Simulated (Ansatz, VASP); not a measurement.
# InGa3As4: VASP beside Ansatz

The input INCAR:

```
SYSTEM = InGa3As4
PREC = Accurate
ENCUT = 600
EDIFF = 1E-6
ISMEAR = -1
SIGMA = 0.02
LREAL = .False.
LASPH = .True.
NELM = 120
ALGO = Normal
ISIF = 2
LWAVE = .False.
LCHARG = .False.
GGA = PE
NBANDS = 66
GGA_COMPAT = .False.
```

Contents of KPOINTS:

```
regular mesh
0
Gamma
  6 4 4
  0 0 0
```

Contents of POSCAR:

```
InGa3As4
1.0
    4.0520394359      0.0000000000      0.0000000000
    0.0000000000      8.1212327713      0.0000000000
    0.0000000000      0.0000000000      5.7397648635
Ga As In
3 4 1
Direct
    0.0000000000      0.7580414007     -0.0002489526
    0.5000000000      0.0000000000      0.4980044470
    0.0000000000      0.2419585993     -0.0002489526
    0.5000000000      0.7623847093      0.2406404709
    0.0000000000      0.0000000000      0.7416947380
    0.5000000000      0.2376152907      0.2406404709
    0.0000000000      0.5000000000      0.7791784276
    0.5000000000      0.5000000000      0.5003393506
```

Input for Ansatz:

```yaml
crystal:
  lattice:
    - [4.0520394359, 0.0, 0.0]
    - [0.0, 8.1212327713, 0.0]
    - [0.0, 0.0, 5.7397648635]
  atoms:
    - { symbol: Ga, position: [0.0, 0.7580414007, -0.0002489526] }
    - { symbol: As, position: [0.5, 0.7623847093, 0.2406404709] }
    - { symbol: Ga, position: [0.5, 0.0, 0.498004447] }
    - { symbol: As, position: [0.0, 0.0, 0.741694738] }
    - { symbol: Ga, position: [0.0, 0.2419585993, -0.0002489526] }
    - { symbol: As, position: [0.5, 0.2376152907, 0.2406404709] }
    - { symbol: In, position: [0.5, 0.5, 0.5003393506] }
    - { symbol: As, position: [0.0, 0.5, 0.7791784276] }
kpoints:
  mp_grid: { grid: [6, 4, 4] }
hamiltonian:
  xc: pbe
scf:
  occupations: { method: fermi_dirac, width: 0.02 }
  n_extra_bands: 6
output:
  forces: true
  stress: true
  eigenvalues: true
```

Alike in both runs: task single point; functional PBE; k mesh 6 × 4 × 4; occupations fermi-dirac, width 0.02 eV; no spin polarisation.

|  | VASP | Ansatz |
| --- | --- | --- |
| version | VASP 6.6.1 | Ansatz 0.2.0 |
| potentials or method | VASP PAW PBE potentials, release 64 (Ga_d, As_d, In_d) | plane waves, PAW |
| plane-wave cutoff (eV) | 600 | 420 |
| valence electrons in the cell | 112 | 112 |

Ansatz gave:

- pressure (GPa): 4.0
- rms of the force components (eV/Å): 0.025

**Question.** Estimate VASP's values.

**Answer.** Pressure (GPa): 4.1; rms of the force components (eV/Å): 0.024.
